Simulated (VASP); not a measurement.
Write the native input for VASP 6.6.1 that does the following.

```yaml
Task: single point
Functional: PBEsol
Potentials_or_basis: VASP PAW PBE potentials, release 64 (K_sv, Br)
Cutoff: 520 eV
k_mesh: 6 × 6 × 6
Occupations: fermi-dirac, width 0.03 eV
Spin: no spin polarisation
Dipole_correction: no
Further_INCAR_settings: ALGO = Normal; EDIFF = 1e-07; NBANDS = 15
```

The structure of KBr lies in POSCAR:

```
KBr
1.0
    0.0000000000      3.6556595519      3.6556595519
    3.6556595519      0.0000000000      3.6556595519
    3.6556595519      3.6556595519      0.0000000000
K Br
1 1
Direct
    0.0000000000      0.0000000000      0.0000000000
    0.2500000000      0.2500000000      0.2500000000
```

These files were run (other wordings do the same):

INCAR

```
SYSTEM = KBr
PREC = Accurate
ENCUT = 520
EDIFF = 1E-7
ISMEAR = -1
SIGMA = 0.03
LREAL = .FALSE.
LASPH = .TRUE.
NELM = 80
ALGO = Normal
ISIF = 2
LWAVE = .FALSE.
LCHARG = .FALSE.
GGA = PS
NBANDS = 15
```

KPOINTS

```
Automatic mesh
0
G
  6 6 6
  0 0 0
```

Potentials or basis: VASP PAW PBE potentials, release 64 (K_sv, Br).

Run with:

```bash
$ cat potpaw_PBE.64/K_sv/POTCAR potpaw_PBE.64/Br/POTCAR > POTCAR
$ mpirun -np 1 vasp_std > vasp.out
```

It gave:

```json
{
 "Pressure": "0.0 GPa",
 "Band gap on the k mesh": "4.33 eV, indirect (least direct gap 4.35 eV)"
}
```

Caveat: the PAW data sets were made with another functional, which shifts forces and pressure a little.

It took 60 s on 1 thread of Intel Xeon 8259CL (shared host), peak memory 0.24 GiB.
